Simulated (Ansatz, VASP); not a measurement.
One calculation of Ca2Si, two programs

The input INCAR:

```
SYSTEM = Ca2Si
PREC = Accurate ; ENCUT = 520
EDIFF = 1E-6 ; ISMEAR = 0
SIGMA = 0.05 ; LREAL = .False.
LASPH = .True. ; NELM = 100
ALGO = Normal ; ISIF = 2
LWAVE = .False. ; LCHARG = .False.
NBANDS = 19
```

File KPOINTS:

```
regular mesh
0
Gamma
  8 8 8
  0 0 0
```

File POSCAR:

```
Ca2Si
1.0
    0.0000000000      3.4199606202      3.6652565209
    3.4199606202      0.0000000000      3.6652565209
    3.4199606202      3.4199606202      0.0000000000
Ca Si
2 1
Direct
    0.7500000000      0.7500000000      0.7500000000
    0.2500000000      0.2500000000      0.2500000000
    0.0000000000      0.0000000000      0.0000000000
```

Input for Ansatz:

```yaml
crystal:
  lattice:
    - [0.0, 3.4199606202, 3.6652565209]
    - [3.4199606202, 0.0, 3.6652565209]
    - [3.4199606202, 3.4199606202, 0.0]
  atoms:
    - { symbol: Ca, position: [0.75, 0.75, 0.75] }
    - { symbol: Ca, position: [0.25, 0.25, 0.25] }
    - { symbol: Si, position: [0.0, 0.0, 0.0] }
basis:
  ecutwfc: 420
kpoints:
  mp_grid: { grid: [8, 8, 8] }
hamiltonian:
  xc: lda
  pseudopotentials: { kind: paw }
scf:
  occupations: { method: gaussian, width: 0.05 }
output:
  forces: true
  stress: true
  eigenvalues: true
  write_density: true
  write_potential: true
  elf: true
  volumetric_format: npy
```

Change from the starting cell: mode 6 frozen in at +0.000 Å, strain +e along z and -e/2 along x and y +0.0467.

Alike in both runs: task single point; functional LDA; k mesh 8 × 8 × 8; occupations gaussian, width 0.05 eV; no spin polarisation.

|  | VASP | Ansatz |
| --- | --- | --- |
| version | VASP 6.6.1 | Ansatz 0.2.0 |
| potentials or method | VASP PAW LDA potentials, release 64 (Ca_sv, Si), cutoff 520 eV | scalar-relativistic, plane waves, PAW |
| valence electrons in the cell | 24 | 24 |

|  | VASP | Ansatz | Ansatz less VASP |
| --- | --- | --- | --- |
| gap on the k mesh at the Fermi level (eV) | 0.09 | 0.09 | +0.007 |
| least direct gap on the mesh (eV) | 0.09 | 0.09 | +0.007 |
| pressure (GPa) | 0.1 | 0.0 | -0.11 |
| traceless stress, the component that is largest in VASP (GPa) | -3.32 | -3.33 | -0.009 |

LDA's correlation is that of Perdew and Zunger in VASP and of Perdew and Wang (1992) in Ansatz.
